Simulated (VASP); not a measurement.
# Fe (Im-3m) in VASP: notebook

Fe is run at these levels: PBE; tasks: single point.

All numbers are computed with VASP 6.6.1; they aren't measurements. Logs are shortened: lines on timing, memory, paths and dates and some standing lists are left out, and cuts for length are marked.

## (1) The cell of the first run

The structure is cubic, space group Im-3m (No. 229). The conventional cell has a = 2.831 Å, b = 2.831 Å, c = 2.831 Å, α = 90.00°, β = 90.00°, γ = 90.00°. Fe (site symmetry m-3m) has 14 Fe at 2.45 to 2.83 Å within 3.2 Å.

## (2) Single point, PBE, collinear spin, ferromagnetic start (11.35 Å³/atom)

File INCAR:

```
  PREC = Accurate
  ENCUT = 520
  EDIFF = 1E-6
  ISMEAR = 0
  SIGMA = 0.05
  LREAL = F
  LASPH = T
  NELM = 150
  ALGO = Normal
  ISIF = 2
  LWAVE = F
  LCHARG = F
  ISPIN = 2
  MAGMOM = 2.41
  LORBIT = 11
  LMAXMIX = 4
  GGA = PE
  NBANDS = 14
```

File KPOINTS:

```
Automatic mesh
0
Gamma
  22 22 22
```

File POSCAR:

```
Fe
1.0
   -1.4155932729      1.4155932729      1.4155932729
    1.4155932729     -1.4155932729      1.4155932729
    1.4155932729      1.4155932729     -1.4155932729
Fe
1
Direct
    0.0000000000      0.0000000000      0.0000000000
```

Potentials or basis: VASP PAW PBE potentials, release 64 (Fe).

On the command line:

```sh
$ cat potpaw_PBE.64/Fe/POTCAR > POTCAR
$ mpirun -np 1 vasp_std > vasp.out
```

OUTCAR:

```text
PREC = Accurate
   ENCUT = 520
   EDIFF = 1E-6
   ISMEAR = 0
   LREAL = F
   LASPH = T
   NELM = 150
   ISIF = 2
   ISPIN = 2
   LORBIT = 11
   GGA = PE

 ion  position               nearest neighbor table
   1  0.000  0.000  0.000-

  LATTYP: Found a body centered cubic cell.
 ALAT       =     2.8311865458

  Lattice vectors:

 A1 = (  -1.4155932729,   1.4155932729,   1.4155932729)
 A2 = (   1.4155932729,  -1.4155932729,   1.4155932729)
 A3 = (   1.4155932729,   1.4155932729,  -1.4155932729)

Analysis of symmetry for initial positions (statically):
=====================================================================
 Subroutine PRICEL returns:
 Original cell was already a primitive cell.

 Routine SETGRP: Setting up the symmetry group for a
 body centered cubic supercell.

 Subroutine GETGRP returns: Found 48 space group operations
 (whereof 48 operations were pure point group operations)
 out of a pool of 48 trial point group operations.

The static configuration has the point symmetry O_h .

Analysis of symmetry for dynamics (positions and initial velocities):
=====================================================================
 Subroutine PRICEL returns:
 Original cell was already a primitive cell.

 Routine SETGRP: Setting up the symmetry group for a
 body centered cubic supercell.

 Subroutine GETGRP returns: Found 48 space group operations
 (whereof 48 operations were pure point group operations)
 out of a pool of 48 trial point group operations.

The dynamic configuration has the point symmetry O_h .

Analysis of structural, dynamic, and magnetic symmetry:
=====================================================================
 Subroutine PRICEL returns:
 Original cell was already a primitive cell.

 Routine SETGRP: Setting up the symmetry group for a
 body centered cubic supercell.

 Subroutine GETGRP returns: Found 48 space group operations
 (whereof 48 operations were pure point group operations)
 out of a pool of 48 trial point group operations.

The overall configuration has the point symmetry O_h .

 Subroutine INISYM returns: Found 48 space group operations
 (whereof 48 operations are pure point group operations),
 and found     1 'primitive' translations

----------------------------------------------------------------------------------------

                                     Primitive cell

  volume of cell :      11.3469

  direct lattice vectors                    reciprocal lattice vectors
    -1.415593273  1.415593273  1.415593273     0.000000000  0.353208799  0.353208799
     1.415593273 -1.415593273  1.415593273     0.353208799  0.000000000  0.353208799
     1.415593273  1.415593273 -1.415593273     0.353208799  0.353208799  0.000000000

  length of vectors
     2.451879472  2.451879472  2.451879472     0.499512674  0.499512674  0.499512674

  position of ions in fractional coordinates (direct lattice)
     0.000000000  0.000000000  0.000000000

  ion indices of the primitive-cell ions
   primitive index   ion index
                 1           1

----------------------------------------------------------------------------------------

 KPOINTS: Automatic mesh

Automatic generation of k-mesh.
 Grid dimensions read from file:
 generate k-points for:   22   22   22

 Generating k-lattice:

  Cartesian coordinates                     Fractional coordinates (reciprocal lattice)
     0.000000000  0.016054945  0.016054945     0.045454545  0.000000000  0.000000000
     0.016054945  0.000000000  0.016054945     0.000000000  0.045454545  0.000000000
     0.016054945  0.016054945  0.000000000     0.000000000  0.000000000  0.045454545

  Length of vectors
     0.022705122  0.022705122  0.022705122

  Shift w.r.t. Gamma in fractional coordinates (k-lattice)
     0.000000000  0.000000000  0.000000000

 Subroutine IBZKPT returns following result:
 ===========================================

 Found    328 irreducible k-points:

 Following reciprocal coordinates:
            Coordinates               Weight
  0.000000  0.000000  0.000000      1.000000
  0.045455  0.000000  0.000000     12.000000
  0.090909  0.000000  0.000000     12.000000
  0.136364  0.000000  0.000000     12.000000
  0.181818  0.000000  0.000000     12.000000
  0.227273  0.000000  0.000000     12.000000
[... 16 lines left out ...]
  0.090909  0.090909  0.000000     24.000000
  0.136364  0.090909  0.000000     48.000000
 [... further k-points ...]
   k-points           NKPTS =    328   k-points in BZ     NKDIM =    328   number of bands    NBANDS=     14
   number of dos      NEDOS =    301   number of ions     NIONS =      1
   total plane-waves  NPLWV =   5832
   dimension x,y,z NGX =    18 NGY =   18 NGZ =   18
   dimension x,y,z NGXF=    36 NGYF=   36 NGZF=   36
   ions per type =               1
   NGX,Y,Z   is equivalent  to a cutoff of  12.20, 12.20, 12.20 a.u.
   NGXF,Y,Z  is equivalent  to a cutoff of  24.41, 24.41, 24.41 a.u.
 SYSTEM =  unknown system
   PREC   = accura    normal or accurate (medium, high low for compatibility)
   ISTART =      0    job   : 0-new  1-cont  2-samecut
   ICHARG =      2    charge: 1-file 2-atom 10-const
   ISPIN  =      2    spin polarized calculation?
   LNONCOLLINEAR =      F non collinear calculations
   LSORBIT =      F    spin-orbit coupling
   LASPH  =      T    aspherical Exc in radial PAW
   ENCUT  =  520.0 eV  38.22 Ry    6.18 a.u.   4.56  4.56  4.56*2*pi/ulx,y,z
   NELM   =    150;   NELMIN=  2; NELMDL= -5     # of ELM steps
   EDIFF  = 0.1E-05   stopping-criterion for ELM
   LREAL  =      F    real-space projection
   EDIFFG = 0.1E-04   stopping-criterion for IOM
   NSW    =      0    number of steps for IOM
   IBRION =     -1    ionic relax: 0-MD 1-quasi-New 2-CG
   NFREE  =      0    steps in history (QN), initial steepest desc. (CG)
   ISIF   =      2    stress and relaxation
   ISYM   =      2    0-nonsym 1-usesym 2-fastsym
   POTIM  = 0.5000    time-step for ionic-motion
   TEBEG  =    0.0;   TEEND  =   0.0 temperature during run
   PSTRESS=    0.0 pullay stress
   NELECT =       8.0000    total number of electrons
   NUPDOWN=      -1.0000    fix difference up-down
   EMIN   =  10.00;   EMAX   =-10.00  energy-range for DOS
   EFERMI =   0.00;   METHOD = LEGACY
   ISMEAR =     0;   SIGMA  =   0.05  broadening in eV -4-tet -1-fermi 0-gaus
   EFERMI_NEDOS =   21; number of points for ismear=-14 and -15
   IALGO  =     38    algorithm
   IMIX   =      4    mixing-type and parameters
     AMIX     =   0.40;   BMIX     =  1.00
     AMIX_MAG =   1.60;   BMIX_MAG =  1.00
  volume/ion in A,a.u.               =      11.35        76.57
  Fermi-wavevector in a.u.,A,eV,Ry     =   1.457068  2.753458 28.885791  2.123046
  Thomas-Fermi vector in A             =   2.573912
   LORBIT       =     11    0 simple, 1 ext, 2 COOP (PROOUT), +10 PAW based schemes
   GGA     = PE    functional components
   LHFCALC =     F    Hartree Fock is set to
   AEXX    =    0.0000 exact exchange contribution
   IVDW    =     0    specifies the selected vdW correction
   LEPSILON=     F    determine dielectric tensor
   LRPA    =     F    only Hartree local field effects (RPA)
 spin polarized calculation
 Gauss-broadening in eV      SIGMA  =   0.05
  energy-cutoff  :      520.00
  volume of cell :       11.35
 maximum number of plane-waves:       321
   NGX =  9   NGY =  9   NGZ =  9

 number of electron       8.0000009 magnetization       2.1765231

 Free energy of the ion-electron system (eV)
  ---------------------------------------------------
  ext. energy  EPLUGINS =         0.00000000
  ---------------------------------------------------
  free energy    TOTEN  =        -8.24327916 eV

  energy without entropy =       -8.24220827  energy(sigma->0) =       -8.24274372

 E-fermi :   5.8198     XC(G=0): -13.1247

 val. band max:        5.8187079480   @ k =  -0.1364   0.1364   0.0909
 cond. band min:       5.8219376787   @ k =  -0.4545   0.5000   0.4091
 fundamental gap:      0.0032297307
 Fermi energy:         5.8198301925

 spin component 1

 k-point     1 :       0.0000    0.0000    0.0000
  band No.  band energies     occupation
      1      -2.6060      1.00000
      2       3.5360      1.00000
      3       3.5360      1.00000
      4       3.5360      1.00000
      5       4.7410      1.00000
      6       4.7410      1.00000
      7      30.8671      0.00000
      8      30.8671      0.00000
      9      30.8671      0.00000
     10      35.9558      0.00000
     11      35.9558      0.00000
     12      38.2714      0.00000
     13      38.2714      0.00000
     14      38.2714      0.00000

 k-point     2 :       0.0455    0.0000    0.0000
  band No.  band energies     occupation
      1      -2.5201      1.00000
      2       3.5124      1.00000
      3       3.5346      1.00000
      4       3.5823      1.00000
      5       4.7170      1.00000
      6       4.7429      1.00000
      7      30.2724      0.00000
      8      30.7454      0.00000
      9      30.8039      0.00000
     10      35.5351      0.00000
     11      36.2474      0.00000
     12      36.7796      0.00000
     13      37.0056      0.00000
     14      38.5028      0.00000
[... 343 lines left out ...]
      1      -1.6129      1.00000
      2       3.3291      1.00000
      3       3.3923      1.00000
      4       4.1017      1.00000
      5       4.5314      1.00000
      6       4.7913      1.00000
      7      26.6143      0.00000
      8      27.7935      0.00000
      9      31.1747      0.00000
     10      31.9804      0.00000
     11      34.6940      0.00000
     12      36.2972      0.00000
     13      39.2107      0.00000
     14      39.2173      0.00000

 k-point    24 :       0.1364    0.0909    0.0000
  band No.  band energies     occupation
      1      -1.0778      1.00000
      2       3.2085      1.00000
      3       3.3065      1.00000
      4       4.4124      1.00000
      5       4.4863      1.00000
      6       4.8279      1.00000
      7      24.8800      0.00000
      8      26.5840      0.00000
      9      30.5470      0.00000
     10      31.2325      0.00000
     11      34.8471      0.00000
     12      36.2192      0.00000
     13      40.1771      0.00000
     14      40.3346      0.00000

 [... further k-points ...]

 spin component 2

 k-point     1 :       0.0000    0.0000    0.0000
  band No.  band energies     occupation
      1      -2.4352      1.00000
      2       5.4228      1.00000
      3       5.4229      1.00000
      4       5.4229      1.00000
      5       7.4878      0.00000
      6       7.4880      0.00000
      7      30.6226      0.00000
      8      30.6226      0.00000
      9      30.6226      0.00000
     10      36.1637      0.00000
     11      36.1637      0.00000
     12      38.9202      0.00000
     13      38.9202      0.00000
     14      38.9202      0.00000

 k-point     2 :       0.0455    0.0000    0.0000
  band No.  band energies     occupation
      1      -2.3488      1.00000
      2       5.3945      1.00000
      3       5.4184      1.00000
      4       5.4731      1.00000
      5       7.4561      0.00000
      6       7.4899      0.00000
      7      30.1246      0.00000
      8      30.5278      0.00000
      9      30.5922      0.00000
     10      35.8293      0.00000
     11      36.5055      0.00000
     12      37.6183      0.00000
     13      37.7614      0.00000
     14      39.1237      0.00000
[... 343 lines left out ...]
      1      -1.4313      1.00000
      2       5.1676      1.00000
      3       5.2437      1.00000
      4       6.0314      0.00000
      5       7.1917      0.00000
      6       7.5413      0.00000
      7      26.8670      0.00000
      8      28.0328      0.00000
      9      31.0514      0.00000
     10      32.7468      0.00000
     11      35.0200      0.00000
     12      36.9377      0.00000
     13      39.4161      0.00000
     14      39.8016      0.00000

 k-point    24 :       0.1364    0.0909    0.0000
  band No.  band energies     occupation
      1      -0.8806      1.00000
      2       5.0219      1.00000
      3       5.1391      1.00000
      4       6.3632      0.00000
      5       7.1006      0.00000
      6       7.5811      0.00000
      7      25.2853      0.00000
      8      26.9073      0.00000
      9      31.0064      0.00000
     10      31.4475      0.00000
     11      35.1762      0.00000
     12      36.7907      0.00000
     13      40.5744      0.00000
     14      40.7205      0.00000

 [... further k-points ...]

------------------------ aborting loop because EDIFF is reached ----------------------------------------

  FORCE on cell =-STRESS in cart. coord.  units (eV):
  Direction    XX          YY          ZZ          XY          YZ          ZX
  --------------------------------------------------------------------------------------
  -------------------------------------------------------------------------------------
  Total       -0.0400308     -0.0400308     -0.0400308      0.0000000     -0.0000000      0.0000000
  in kB       -5.6523490     -5.6523490     -5.6523490      0.0000000     -0.0000000      0.0000000
  external PRESSURE =      -5.6523490 kB  Pullay stress =       0.0000000 kB

 VOLUME and BASIS-vectors are now :
 -----------------------------------------------------------------------------
  energy-cutoff  :      520.00
  volume of cell :       11.35
      direct lattice vectors                 reciprocal lattice vectors
    -1.415593273  1.415593273  1.415593273     0.000000000  0.353208799  0.353208799
     1.415593273 -1.415593273  1.415593273     0.353208799  0.000000000  0.353208799
     1.415593273  1.415593273 -1.415593273     0.353208799  0.353208799  0.000000000

 POSITION                                       TOTAL-FORCE (eV/Angst)
 -----------------------------------------------------------------------------------
      0.00000      0.00000      0.00000         0.000000      0.000000      0.000000
 -----------------------------------------------------------------------------------
    total drift:                                0.000000     -0.000000      0.000000

  FREE ENERGIE OF THE ION-ELECTRON SYSTEM (eV)
  ---------------------------------------------------
  free  energy   TOTEN  =        -8.2432791642 eV

  energy  without entropy=       -8.2422082704  energy(sigma->0) =       -8.24274372

 total charge

# of ion       s       p       d       tot
------------------------------------------
    1        0.488   0.542   6.240   7.270

 magnetization (x)

# of ion       s       p       d       tot
------------------------------------------
    1       -0.013  -0.054   2.239   2.173
```

Wall time 59 s (1 thread of AMD EPYC 7R13 (Zen 3), shared host); peak memory 0.16 GiB.

Results:

| Quantity | Value |
| --- | --- |
| Free energy | -8.2433 eV |
| Pressure | -0.6 GPa |
| Net moment | 2.18 μB per cell |
| Site moments | Fe +2.17 μB |
| Valence electrons inside the program's atomic spheres | Fe 7.27 |

## (3) Single point, PBE, collinear spin, ferromagnetic start

File INCAR:

```
PREC = Accurate
ENCUT = 520
EDIFF = 1E-6
ISMEAR = 0
SIGMA = 0.05
LREAL = F
LASPH = T
NELM = 150
ALGO = Normal
ISIF = 2
LWAVE = F
LCHARG = T
ISPIN = 2
MAGMOM = 2.43
LORBIT = 11
LMAXMIX = 4
GGA = PE
LELF = T
LVHAR = T
NBANDS = 14
```

File KPOINTS:

```
regular mesh
0
Gamma
  22 22 22
```

POSCAR is that of step 2.

Potentials or basis: VASP PAW PBE potentials, release 64 (Fe).

On the command line:

```sh
$ cat potpaw_PBE.64/Fe/POTCAR > POTCAR
$ mpirun -np 1 vasp_std > vasp.out
```

It took 59 s on 1 thread of AMD EPYC 7R13 (Zen 3), shared host; peak memory 0.16 GiB.

It converged, with:

```
Free energy                                           : -8.2433 eV
Pressure                                              : -0.6 GPa
Net moment                                            : 2.18 μB per cell
Site moments                                          : Fe +2.17 μB
Valence electrons inside the program's atomic spheres : Fe 7.27
```

Levels at points of the mesh, in eV from the Fermi level:
Spin up:
```
           k point  band 1  band 2  band 3  band 4  band 5  band 6  band 7  band 8  band 9  band 10
(0.00, 0.00, 0.00)   -8.43   -2.28   -2.28   -2.28   -1.08   -1.08   25.05   25.05   25.05    30.14
(0.50, 0.00, 0.00)   -4.91   -3.37   -1.01   -0.89    0.41    0.53    7.38   18.39   20.26    23.52
(0.50, 0.50, 0.50)   -4.84   -4.84    0.14    0.14    0.14    9.96    9.96    9.96   15.67    15.67
```
Spin down:
```
           k point  band 1  band 2  band 3  band 4  band 5  band 6  band 7  band 8
(0.00, 0.00, 0.00)   -8.26   -0.40   -0.40   -0.40    1.67    1.67   24.80   24.80
(0.50, 0.00, 0.00)   -3.64   -1.68    0.64    1.52    1.92    2.60    8.74   18.45
(0.50, 0.50, 0.50)   -3.02   -3.02    2.30    2.30    2.30   10.23   10.23   10.23
```
